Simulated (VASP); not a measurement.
A run of VASP 6.6.1 is set up as follows.

The input INCAR:

```
PREC = Accurate
ENCUT = 520
EDIFF = 1E-7
ISMEAR = 0
SIGMA = 0.01
LREAL = False
LASPH = True
NELM = 80
ALGO = Normal
ISIF = 2
LWAVE = False
LCHARG = False
GGA = PE
NBANDS = 21
```

KPOINTS

```
Automatic mesh
0
Gamma
  6 6 4
```

File POSCAR:

```
Si3Ge
1.0
    3.8362733369      0.0000000000      0.0000000000
    0.0000000000      3.8362733369      0.0000000000
    0.0000000000      0.0000000000      5.4086544728
Si Ge
3 1
Direct
    0.5000000000      0.0000000000      0.7558950875
    0.5000000000      0.5000000000      0.0000000000
    0.0000000000      0.5000000000      0.2441049125
    0.0000000000      0.0000000000      0.5000000000
```

Potentials or basis: VASP PAW PBE potentials, release 64 (Si, Ge_d).

Launch:

```console
$ cat potpaw_PBE.64/Si/POTCAR potpaw_PBE.64/Ge_d/POTCAR > POTCAR
$ mpirun -np 1 vasp_std > vasp.out
```

Task: What does it give for the pressure?

Result: 5.7 GPa.

Task: Estimate the band gap on the k mesh.

Result: 0.27 eV, indirect (least direct gap 0.55 eV).

Forces on the atoms (eV/Å):
```
Si   0.000  0.000 -0.011
Si   0.000  0.000  0.000
Si   0.000  0.000  0.011
Ge   0.000  0.000  0.000
```

 A k mesh can miss the band edges.
